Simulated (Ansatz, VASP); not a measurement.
Two plane-wave programs on Sn

The input INCAR:

```
SYSTEM = Sn
PREC = Accurate
ENCUT = 520
EDIFF = 1E-6
ISMEAR = -1
SIGMA = 0.02
LREAL = .False.
LASPH = .True.
NELM = 100
ALGO = Normal
ISIF = 2
LWAVE = .False.
LCHARG = .False.
LDIPOL = .True.
IDIPOL = 3
DIPOL = 0.5 0.5 0.500
GGA = PS
NBANDS = 36
```

File KPOINTS:

```
regular mesh
0
Gamma
  7 7 1
  0 0 0
```

The input POSCAR:

```
Sn
1.0
    4.6230980629      0.0000000000      0.0000000000
    0.0000000000      4.6230980629      0.0000000000
    0.0000000000      0.0000000000     20.9035000000
Sn
4
Direct
    0.0000000000      0.2500000000      0.3827101685
    0.5000000000      0.2500000000      0.4609033895
    0.5000000000      0.7500000000      0.5390966105
    0.0000000000      0.7500000000      0.6172898315
```

Input for Ansatz:

```yaml
crystal:
  lattice:
    - [4.6230980629, 0.0, 0.0]
    - [0.0, 4.6230980629, 0.0]
    - [0.0, 0.0, 20.9035]
  atoms:
    - { symbol: Sn, position: [0.0, 0.25, 0.3827101685] }
    - { symbol: Sn, position: [0.5, 0.25, 0.4609033895] }
    - { symbol: Sn, position: [0.5, 0.75, 0.5390966105] }
    - { symbol: Sn, position: [0.0, 0.75, 0.6172898315] }
kpoints:
  mp_grid: { grid: [7, 7, 1] }
scf:
  occupations: { method: fermi_dirac, width: 0.02 }
hamiltonian:
  xc: pbesol
  pseudopotentials: { kind: paw }
output:
  forces: true
  stress: true
  eigenvalues: true
  populations: true
efield:
  axis: 3
  amplitude: 0
  dipole_correction: true
```

Alike in both runs: task single point; functional PBEsol; k mesh 7 × 7 × 1; occupations fermi-dirac, width 0.02 eV; no spin polarisation.

|  | VASP | Ansatz |
| --- | --- | --- |
| version | VASP 6.6.1 | Ansatz 0.2.0 |
| potentials or method | VASP PAW PBE potentials, release 64 (Sn_d) | PAW with Ansatz's default frozen-core files, scalar-relativistic |
| plane-wave cutoff (eV) | 520 | 420 |
| valence electrons in the cell | 56 | 56 |

|  | VASP | Ansatz | Ansatz less VASP |
| --- | --- | --- | --- |
| rms of the force components (eV/Å) | 0.090 | 0.090 | +0.0001 |

VASP's potentials were made for PBE, not for PBEsol. Atom by atom the forces differ by 0.001 eV/Å (rms over components). The functional is the same, so the differences come from potentials, cutoffs and numerics.
